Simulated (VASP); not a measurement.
DyMgSb3: relaxation of cell and atoms with PBE

The system is DyMgSb3.

```
Dy Mg Sb
1.0
     5.73974    0.00000    0.00000
     0.00000    5.73974    0.00000
     0.00000    0.00000    5.73974
Dy Mg Sb
1 1 3
Cartesian
  2.8699 2.8699 2.8699
  0.0000 0.0000 0.0000
  0.0000 2.8699 2.8699
  2.8699 2.8699 0.0000
  2.8699 0.0000 2.8699
```

The cell was generated, and may not be a known phase.

```json
{
 "Program": "VASP 6.6.1",
 "Task": "relaxation of cell and atoms",
 "Functional": "PBE",
 "Potentials or basis": "VASP PAW PBE potentials, release 64 (Dy_3, Mg, Sb), 4f in core",
 "Cutoff": "600 eV",
 "k mesh": "8 × 8 × 8",
 "Occupations": "gaussian, width 0.1 eV",
 "Spin": "no spin polarisation",
 "Dipole correction": "no",
 "Further INCAR settings": "ALGO = Normal; EDIFF = 1e-07; IBRION = 2; EDIFFG = -0.01; NSW = 100; ISIF = 3"
}
```

The relaxed volume is 38.01 Å³/atom and the relaxed cell is a = 5.750 Å, b = 5.750 Å, c = 5.750 Å, α = 90.00°, β = 90.00°, γ = 90.00°. The space group after relaxing (to 0.1 Å) is Pm-3m (No. 221). The energy gained by relaxing is 0.1 meV/atom. The ionic steps are 2, the pressure after relaxing is 0.0 GPa and the band gap on the k mesh is zero (bands 13 and 14 overlap by 0.88 eV).

Step by step:
```csv
step,energy change (eV),largest force (eV/Å),pressure (GPa),volume (Å³)
1,0.0000,0.0000,0.15,189.09
2,-0.0004,0.0000,-0.01,190.06
```

Final structure:
```cif
data_structure
_symmetry_space_group_name_H-M 'P 1'
_symmetry_Int_Tables_number 1
_cell_length_a 5.7495
_cell_length_b 5.7495
_cell_length_c 5.7495
_cell_angle_alpha 90.000
_cell_angle_beta 90.000
_cell_angle_gamma 90.000
_cell_volume 190.06
loop_
_atom_site_label
_atom_site_type_symbol
_atom_site_fract_x
_atom_site_fract_y
_atom_site_fract_z
_atom_site_occupancy
Dy1 Dy 0.50000 0.50000 0.50000 1
Mg1 Mg 0.00000 0.00000 0.00000 1
Sb1 Sb 0.00000 0.50000 0.50000 1
Sb2 Sb 0.50000 0.50000 0.00000 1
Sb3 Sb 0.50000 0.00000 0.50000 1
```

Levels at points of the mesh, in eV from the Fermi level:
```csv
k point,band 10,band 11,band 12,band 13,band 14,band 15,band 16,band 17
"(0.00, 0.00, 0.00)",-0.98,0.09,0.09,0.09,1.07,1.07,1.07,1.57
"(0.50, 0.00, 0.00)",-1.56,-1.45,-1.45,-0.54,0.89,0.89,1.42,1.67
"(0.50, 0.50, 0.00)",-1.29,-1.29,-1.06,-1.06,-0.61,0.30,1.54,2.42
"(0.50, 0.50, 0.50)",-2.95,-1.67,-1.67,-1.21,1.60,1.60,1.60,3.40
```

Run time: 2.2 min on 1 thread of Intel(R) Xeon(R) Platinum 8488C (Sapphire Rapids) (shared host), peak memory 0.46 GiB.

Caveat: spin-orbit coupling is left out, which moves the levels of the heavy elements; the 4f electrons are frozen in the core, so they carry no moment and show no levels. Spin polarisation is off, so any magnetic state and its effect on volume and gap are missing.
